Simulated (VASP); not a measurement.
Runs of VASP 6.6.1 on TiAl. The structure is that of space group Pm-3m (No. 221), or close to it. The cells are those of the table. 

```tsv
task	cell	k mesh	cutoff (eV)	gap on the mesh (eV)	pressure (GPa)	relaxed volume (Å³/atom)
single point	a = 3.031 Å, 2 atoms	6 × 6 × 6	500	none	(a)	-
relaxation of cell and atoms	relaxed from a = 3.031 Å, 2 atoms	6 × 6 × 6	500	none	-0.2	16.15
single point	a = 3.180 Å, 2 atoms	6 × 6 × 6	500	none	0.4	-
relaxation of cell and atoms	relaxed from a = 3.180 Å, 2 atoms	14 × 14 × 14	600	none	0.0	16.17
single point	a = 3.186 Å, 2 atoms	14 × 14 × 14	520	none	0.0	-
```

Alike in all rows: level PBE; potentials or basis VASP PAW PBE potentials, release 64 (Al, Ti_sv); no spin polarisation; smearing gaussian 0.1 eV.

**Question.** Estimate the missing entries.

**Answer.** (a) 22.3.

Caveats: the volume moved by over 15 % at a fixed basis, so the end points are rough (some runs); the volume moved by +16 % from the deposited cell, more than functionals usually miss (some runs).

A gap of «none» marks levels without a gap at the run's occupations.
